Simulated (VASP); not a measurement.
Runs of VASP 6.6.1 on Ag. The structure is that of space group P6_3/mmc (No. 194), or close to it. The cells are those of the table. This isn't the form of Ag at room conditions, which is fcc.

| task | cell | k mesh | cutoff (eV) | gap on the mesh (eV) | pressure (GPa) |
| --- | --- | --- | --- | --- | --- |
| single point | a = 2.922, b = 2.922, c = 9.655 Å, angles 90.0, 90.0, 120.0°, 4 atoms | 16 × 16 × 5 | 520 | none | 0.0 |
| single point | a = 2.922, b = 2.922, c = 9.655 Å, angles 90.0, 90.0, 120.0°, 4 atoms | 13 × 13 × 3 | 520 | none | -0.1 |
| single point | a = 2.800, b = 2.800, c = 9.252 Å, angles 90.0, 90.0, 120.0°, 4 atoms | 16 × 16 × 5 | 520 | none | 16.7 |
| single point | a = 2.882, b = 2.882, c = 9.525 Å, angles 90.0, 90.0, 120.0°, 4 atoms | 16 × 16 × 5 | 520 | none | 4.2 |
| relaxation of cell and atoms | relaxed from a = 2.886, b = 2.886, c = 10.000 Å, angles 90.0, 90.0, 120.0°, 4 atoms | 13 × 13 × 3 | 600 | none | 0.0 |
| single point | a = 2.998, b = 2.998, c = 9.906 Å, angles 90.0, 90.0, 120.0°, 4 atoms | 16 × 16 × 5 | 520 | none | -5.5 |
| single point | a = 3.034, b = 3.034, c = 10.027 Å, angles 90.0, 90.0, 120.0°, 4 atoms | 16 × 16 × 5 | 520 | none | (a) |
| single point | a = 2.960, b = 2.960, c = 9.782 Å, angles 90.0, 90.0, 120.0°, 4 atoms | 16 × 16 × 5 | 520 | none | (b) |
| single point | a = 2.842, b = 2.842, c = 9.390 Å, angles 90.0, 90.0, 120.0°, 4 atoms | 16 × 16 × 5 | 520 | none | 9.6 |

Alike in all rows: level PBE; potentials or basis VASP PAW PBE potentials, release 64 (Ag); no spin polarisation; smearing fermi-dirac 0.1 eV.

**Question.** Fill in the values left out.

**Answer.** (a) -7.4; (b) -3.1.

Caveats: the cell stands under pressure (at least some runs); the cell stands under tension (at least some runs).

A k mesh can miss the band edges, and the runs leave out spin-orbit coupling on Ag.

A gap of «none» marks levels without a gap at the run's occupations.
